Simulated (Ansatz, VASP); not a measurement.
## One calculation of PbSe, two programs

```
CELL_PARAMETERS angstrom
0.00000 3.05626 2.86647
3.05626 0.00000 2.86647
3.05626 3.05626 0.00000
ATOMIC_POSITIONS crystal
Pb 0.00000 0.00000 0.00000
Se 0.50000 0.50000 0.50000
```

Alike in both runs: task single point; functional PBE; dispersion D3(BJ); k mesh 10 × 10 × 10; occupations gaussian, width 0.03 eV; no spin polarisation.

```csv
,VASP,Ansatz
version,VASP 6.6.1,Ansatz 0.2.0
potentials or method,"VASP PAW PBE potentials, release 64 (Pb_d, Se), cutoff 520 eV","scalar-relativistic, plane waves, PAW"
valence electrons in the cell,20,30
```

|  | VASP | Ansatz | Ansatz less VASP |
| --- | --- | --- | --- |
| gap on the k mesh at the Fermi level (eV) | 0.11 | 0.11 | +0.005 |
| least direct gap on the mesh (eV) | 0.11 | 0.11 | +0.005 |
| pressure (GPa) | 5.2 | 5.2 | 0.00 |
| traceless stress, the component that is largest in VASP (GPa) | 8.17 | 8.15 | -0.019 |

VASP's potentials hold 20 valence electrons a cell and Ansatz's 30, so a difference there can come from the potentials and not from the codes.

Neither program's run includes spin-orbit coupling.
